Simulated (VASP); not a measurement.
# Cd2Se (Fm-3m) in VASP: further runs, part 2 of 2

VASP 6.6.1.

## (3) Single point, PBE

This run uses another cell than the first one, of 27.31 Å³/atom, 1.020 times its volume.

Input file INCAR:

```
ALGO = Normal ; EDIFF = 1E-6
ENCUT = 520 ; GGA = PE
ISIF = 2 ; ISMEAR = 0
LASPH = T ; LCHARG = F
LREAL = F ; LWAVE = F
NBANDS = 22 ; NELM = 80
PREC = Accurate ; SIGMA = 0.1
```

Input file KPOINTS:

```
k-points
0
Gamma
  4 4 4
```

Input file POSCAR:

```
Cd2Se
1.0
    0.0000000000      3.4473984078      3.4473984078
    3.4473984078      0.0000000000      3.4473984078
    3.4473984078      3.4473984078      0.0000000000
Cd Se
2 1
Direct
    0.2500000000      0.2500000000      0.2500000000
    0.7500000000      0.7500000000      0.7500000000
    0.5000000000      0.5000000000      0.5000000000
```

Potentials or basis: VASP PAW PBE potentials, release 64 (Cd, Se).

Started as:

```sh
$ cat potpaw_PBE.64/Cd/POTCAR potpaw_PBE.64/Se/POTCAR > POTCAR
$ mpirun -np 1 vasp_std > vasp.out
```

OUTCAR:

```text
EDIFF = 1E-6
   ENCUT = 520
   GGA = PE
   ISIF = 2
   ISMEAR = 0
   LASPH = T
   LREAL = F
   NELM = 80
   PREC = Accurate

 ion  position               nearest neighbor table
   1  0.250  0.250  0.250-   3 2.99   3 2.99   3 2.99   3 2.99   2 3.45   2 3.45   2 3.45   2 3.45
                             2 3.45   2 3.45
   2  0.750  0.750  0.750-   3 2.99   3 2.99   3 2.99   3 2.99   1 3.45   1 3.45   1 3.45   1 3.45
                             1 3.45   1 3.45
   3  0.500  0.500  0.500-   1 2.99   1 2.99   1 2.99   2 2.99   2 2.99   2 2.99   1 2.99   2 2.99

[... 377 lines left out ...]
  FORCE on cell =-STRESS in cart. coord.  units (eV):
  Direction    XX          YY          ZZ          XY          YZ          ZX
  --------------------------------------------------------------------------------------
  -------------------------------------------------------------------------------------
  Total        0.0857775      0.0857775      0.0857775     -0.0000000     -0.0000000      0.0000000
  in kB        1.6771790      1.6771790      1.6771790     -0.0000000     -0.0000000      0.0000000
  external PRESSURE =       1.6771790 kB  Pullay stress =       0.0000000 kB

 VOLUME and BASIS-vectors are now :
 -----------------------------------------------------------------------------
  energy-cutoff  :      520.00
  volume of cell :       81.94
      direct lattice vectors                 reciprocal lattice vectors
     0.000000000  3.447398408  3.447398408    -0.145036906  0.145036906  0.145036906
     3.447398408  0.000000000  3.447398408     0.145036906 -0.145036906  0.145036906
     3.447398408  3.447398408  0.000000000     0.145036906  0.145036906 -0.145036906

 POSITION                                       TOTAL-FORCE (eV/Angst)
 -----------------------------------------------------------------------------------
      1.72370      1.72370      1.72370        -0.000000     -0.000000     -0.000000
      5.17110      5.17110      5.17110         0.000000      0.000000      0.000000
      3.44740      3.44740      3.44740        -0.000000     -0.000000      0.000000
 -----------------------------------------------------------------------------------
    total drift:                                0.000000      0.000000      0.000000

  FREE ENERGIE OF THE ION-ELECTRON SYSTEM (eV)
  ---------------------------------------------------
  free  energy   TOTEN  =        -5.2762867835 eV

  energy  without entropy=       -5.2762259536  energy(sigma->0) =       -5.27625637
```

OSZICAR:

```text
N       E                     dE             d eps       ncg     rms          rms(c)
DAV:   1     0.201788574654E+03    0.20179E+03   -0.14480E+04   352   0.125E+03
DAV:   2     0.261865983814E+01   -0.19917E+03   -0.19060E+03   400   0.320E+02
DAV:   3    -0.554158677385E+01   -0.81602E+01   -0.81292E+01   406   0.665E+01
DAV:   4    -0.558538319047E+01   -0.43796E-01   -0.43789E-01   388   0.450E+00
DAV:   5    -0.558563447706E+01   -0.25129E-03   -0.25128E-03   418   0.311E-01    0.571E+00
DAV:   6    -0.527972089315E+01    0.30591E+00   -0.79325E-01   398   0.679E+00    0.412E+00
DAV:   7    -0.527713113904E+01    0.25898E-02   -0.12318E-01   364   0.174E+00    0.180E+00
DAV:   8    -0.527631632362E+01    0.81482E-03   -0.99018E-03   376   0.928E-01    0.241E-01
DAV:   9    -0.527619728415E+01    0.11904E-03   -0.19912E-03   364   0.361E-01    0.483E-02
DAV:  10    -0.527626744161E+01   -0.70157E-04   -0.16610E-04   394   0.104E-01    0.324E-02
DAV:  11    -0.527628623334E+01   -0.18792E-04   -0.30863E-05   376   0.311E-02    0.778E-03
DAV:  12    -0.527628678348E+01   -0.55015E-06   -0.35761E-06   388   0.111E-02
   1 F= -.52762868E+01 E0= -.52762564E+01  d E =-.608299E-04
```

stdout:

```text
POSCAR found type information on POSCAR CdSe
 POSCAR found :  2 types and       3 ions
 scaLAPACK will be used
 LDA part: xc-table for (Slater+PW92), standard interpolation
 POSCAR, INCAR and KPOINTS ok, starting setup
 FFT: planning ... GRIDC
 FFT: planning ... GRID_SOFT
 FFT: planning ... GRID
 WAVECAR not read
 entering main loop
```

Run time: 7.2 s. Hardware: 1 thread of Intel Xeon 6975P-C (Granite Rapids), shared host; peak memory 0.2 GiB.

What came out:

```
Free energy            : -5.2763 eV
Pressure               : 0.2 GPa
Band gap on the k mesh : zero (band 15 reaches 3.25 eV, above the bottom of band 16 at 1.81 eV)
```

Levels at points of the mesh, in eV from the Fermi level:
```
           k point  band 13  band 14  band 15  band 16  band 17  band 18
(0.00, 0.00, 0.00)    -2.13    -2.13    -2.13     2.09     2.09     2.09
(0.50, 0.00, 0.00)    -2.64    -2.64    -2.10     2.63     2.89     2.89
(0.50, 0.50, 0.00)    -3.58    -3.58    -0.94     0.21     2.74     5.13
```

Caveat: the k points lie up to 0.39 Å⁻¹ apart.

## (4) Relaxation of cell and atoms, PBE

Input file INCAR:

```
SYSTEM = Cd2Se
ALGO = Normal
EDIFF = 1E-7
EDIFFG = -0.04
ENCUT = 600
GGA = PE
IBRION = 2
ISIF = 3
ISMEAR = 0
LASPH = .True.
LCHARG = .False.
LREAL = .False.
LWAVE = .False.
NELM = 100
NSW = 90
PREC = Accurate
SIGMA = 0.1
```

Input file KPOINTS:

```
k-points
0
Gamma
  4 4 4
  0 0 0
```

Input file POSCAR:

```
Cd2Se
1.0
    0.0000000000      3.4247306600      3.4247306600
    3.4247306600      0.0000000000      3.4247306600
    3.4247306600      3.4247306600      0.0000000000
Cd Se
2 1
Direct
    0.2500000000      0.2500000000      0.2500000000
    0.7500000000      0.7500000000      0.7500000000
    0.5000000000      0.5000000000      0.5000000000
```

Started as:

```sh
$ cat potpaw_PBE.64/Cd/POTCAR potpaw_PBE.64/Se/POTCAR > POTCAR
$ mpirun -np 1 vasp_std > vasp.out
```

Run time: 18 s. Hardware: 1 thread of Intel Xeon 6975P-C (Granite Rapids), shared host; peak memory 0.24 GiB.

It converged, with:

- Free energy: -5.2750 eV
- Relaxed volume: 27.36 Å³/atom
- Relaxed cell: a = 4.878 Å, b = 4.878 Å, c = 4.878 Å, α = 60.00°, β = 60.00°, γ = 60.00°
- Space group after relaxing (to 0.05 Å): Fm-3m (No. 225)
- Energy gained by relaxing: 1.7 meV/atom
- Ionic steps: 2
- Pressure after relaxing: 0.0 GPa
- Band gap on the k mesh: zero (band 15 reaches 3.23 eV, above the bottom of band 16 at 1.80 eV)

Step by step:
| step | energy change (eV) | largest force (eV/Å) | pressure (GPa) | volume (Å³) |
| --- | --- | --- | --- | --- |
| 1 | 0.0000 | 0.0000 | 0.89 | 80.34 |
| 2 | -0.0050 | 0.0000 | 0.04 | 82.07 |

Final structure:
```
Cd Se
1.0
     0.00000    3.44925    3.44925
     3.44925    0.00000    3.44925
     3.44925    3.44925    0.00000
Cd Se
2 1
Cartesian
  1.7246 1.7246 1.7246
  5.1739 5.1739 5.1739
  3.4493 3.4493 3.4493
```

Levels at points of the mesh, in eV from the Fermi level:
| k point | band 13 | band 14 | band 15 | band 16 | band 17 | band 18 |
| --- | --- | --- | --- | --- | --- | --- |
| (0.00, 0.00, 0.00) | -2.13 | -2.13 | -2.13 | 2.09 | 2.09 | 2.09 |
| (0.50, 0.00, 0.00) | -2.64 | -2.64 | -2.10 | 2.62 | 2.89 | 2.89 |
| (0.50, 0.50, 0.00) | -3.57 | -3.57 | -0.94 | 0.21 | 2.73 | 5.13 |

Caveat: the k points lie up to 0.39 Å⁻¹ apart in the final cell.

## (5) Overview

| task | cell | cutoff (eV) | gap on the mesh (eV) | pressure (GPa) |
| --- | --- | --- | --- | --- |
| single point | a = 4.843 Å, angles 60.0°, 3 atoms | 520 | none | 1.0 |
| single point | a = 4.875 Å, angles 60.0°, 3 atoms | 520 | none | 0.2 |
| relaxation of cell and atoms | relaxed from a = 4.843 Å, angles 60.0°, 3 atoms | 600 | none | 0.0 |

Alike in all rows: level PBE; potentials or basis VASP PAW PBE potentials, release 64 (Cd, Se); no spin polarisation; k mesh 4 × 4 × 4; smearing gaussian 0.1 eV.

Caveats: all runs use coarse meshes.

Total energies depend on the potentials used, so only differences within one code and one set of settings carry meaning.
